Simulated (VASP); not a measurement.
Be: relaxation of shape and atoms at fixed volume with PBE

The system is Be.

```
Be
1.0
     2.16556    0.00000    0.00000
    -1.08278    1.87543    0.00000
     0.00000    0.00000    3.42664
Be
2
Direct
  0.33333 0.66667 0.25000
  0.66667 0.33333 0.75000
```

| Quantity | Value |
| --- | --- |
| Program | VASP 6.6.1 |
| Task | relaxation of shape and atoms at fixed volume |
| Functional | PBE |
| Potentials or basis | VASP PAW PBE potentials, release 64 (Be) |
| Cutoff | 600 eV |
| k mesh | 21 × 21 × 12 |
| Occupations | gaussian, width 0.1 eV |
| Spin | no spin polarisation |
| Dipole correction | no |
| Further INCAR settings | ALGO = Normal; EDIFF = 1e-06; IBRION = 2; EDIFFG = -0.01; NSW = 50; ISIF = 4 |

| Item | Value |
| --- | --- |
| Energy gained by relaxing | 0.0 meV/atom |
| Ionic steps | 2 |
| Pressure after relaxing | 19.6 GPa |
| Band gap on the k mesh | zero (bands 2 and 3 overlap by 2.22 eV) |

Final structure:
```
Be
1.0
     2.16440    0.00000    0.00000
    -1.08220    1.87443    0.00000
     0.00000    0.00000    3.43029
Be
2
Direct
  0.33333 0.66667 0.25000
  0.66667 0.33333 0.75000
```

Levels at points of the mesh, in eV from the Fermi level:
```
           k point  band 1  band 2  band 3  band 4  band 5
(0.00, 0.00, 0.00)  -12.11   -5.04    1.41   17.77   17.77
(0.00, 0.00, 0.50)   -9.87   -9.87   11.56   11.56   19.58
```

Run time: 18 s on 1 thread of Intel(R) Xeon(R) Platinum 8488C (Sapphire Rapids), on a shared host, peak memory 0.14 GiB.
